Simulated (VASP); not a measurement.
Write the native input for VASP 6.6.1 that does the following.

- Task: electric field gradients
- Functional: LDA
- Potentials or basis: VASP PAW LDA potentials, release 64 (C)
- Cutoff: 520 eV
- k mesh: 20 × 20 × 20
- Occupations: fermi-dirac, width 0.08 eV
- Spin: no spin polarisation
- Dipole correction: no
- Further INCAR settings: ALGO = Normal; EDIFF = 1e-08; NBANDS = 11

The structure of C lies in POSCAR:

```
C
1.0
    0.0000000000      1.7592970453      1.7592970453
    1.7592970453      0.0000000000      1.7592970453
    1.7592970453      1.7592970453      0.0000000000
C
2
Direct
    0.5000000000      0.5000000000      0.5000000000
    0.7500000000      0.7500000000      0.7500000000
```

This cell differs from its parent crystal: volume scaled by 0.96.

These files were run (other wordings do the same):

INCAR

```
SYSTEM = C
PREC = Accurate
ENCUT = 520
EDIFF = 1E-8
ISMEAR = -1
SIGMA = 0.08
LREAL = .FALSE.
LASPH = .TRUE.
NELM = 100
ALGO = Normal
ISIF = 2
LWAVE = .FALSE.
LCHARG = .FALSE.
GGA = CA
LEFG = .TRUE.
NBANDS = 11
```

KPOINTS

```
Automatic mesh
0
G
  20 20 20
  0 0 0
```

Potentials or basis: VASP PAW LDA potentials, release 64 (C).

Launch:

```sh
$ cat potpaw_LDA.64/C/POTCAR > POTCAR
$ mpirun -np 1 vasp_std > vasp.out
```

It gave:

| Quantity | Value |
| --- | --- |
| Pressure | 7.0 GPa |
| Band gap on the k mesh | 4.20 eV, indirect (least direct gap 5.66 eV) |

Caveat: without QUAD_EFG the Cq values of the log hold for a quadrupole moment of 1 mb, not for the nuclei.

Run time: 19 s on 1 thread of AMD EPYC 9R14 (Zen 4), with other jobs on the host, peak memory 0.1 GiB.
